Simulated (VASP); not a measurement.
Be5Au, 6 atoms in the cell. The structure is cubic, space group F-43m (No. 216). The conventional cell has a = 6.097 Å, b = 6.097 Å, c = 6.097 Å, α = 90.00°, β = 90.00°, γ = 90.00°. Within 2.9 Å of Be (site symmetry 3m) lie 9 Be at 2.16 to 2.53 Å and 3 Au at 2.53 Å. Within 3.3 Å of Be (site symmetry -43m) lie 12 Be at 2.53 Å and 4 Au at 2.64 Å. Au (site symmetry -43m) has 16 Be at 2.53 to 2.64 Å within 3.3 Å. 

- Program: VASP 6.6.1
- Task: relaxation of cell and atoms
- Functional: PBEsol
- Potentials or basis: VASP PAW PBE potentials, release 64 (Be, Au)
- Cutoff: 600 eV
- k mesh: 6 × 6 × 6
- Occupations: gaussian, width 0.05 eV
- Spin: no spin polarisation
- Dipole correction: no
- Further INCAR settings: ALGO = Normal; EDIFF = 1e-07; IBRION = 2; EDIFFG = -0.02; NSW = 80; ISIF = 3

Potentials or basis: VASP PAW PBE potentials, release 64 (Be, Au).

Launch:

```sh
$ cat potpaw_PBE.64/Be/POTCAR potpaw_PBE.64/Au/POTCAR > POTCAR
$ mpirun -np 1 vasp_std > vasp.out
```

Hardware: 1 thread of AMD EPYC 7R13, with other jobs on the host.

Q: How long does it take, and how much memory?

A: Run time: 70 s on 1 thread of AMD EPYC 7R13, on a shared host, peak memory 0.18 GiB. Counts: scf iterations 23, k points 16, ion steps 2.
